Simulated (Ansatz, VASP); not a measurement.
V: VASP beside Ansatz

```
CELL_PARAMETERS angstrom
-1.50067 1.50067 1.50067
1.50067 -1.50067 1.50067
1.50067 1.50067 -1.50067
ATOMIC_POSITIONS crystal
V 0.00000 0.00000 0.00000
```

Alike in both runs: functional PBE; k mesh 10 × 10 × 10; occupations gaussian, width 0.1 eV; no spin polarisation.

Ansatz relaxed the structure, and its values are those at the end. VASP's run is a single point on that final structure, the one shown.

|  | VASP | Ansatz |
| --- | --- | --- |
| version | VASP 6.6.1 | Ansatz 0.2.0 |
| potentials or method | VASP PAW PBE potentials, release 64 (V_sv), cutoff 500 eV | scalar-relativistic, plane waves, PAW |
| valence electrons in the cell | 13 | 13 |

```tsv
	VASP	Ansatz	Ansatz less VASP
gap on the k mesh at the Fermi level (eV)	none	none	-
pressure (GPa)	0.3	0.2	-0.07
```

A gap of «none» marks a metal or a gap that the smearing closes.
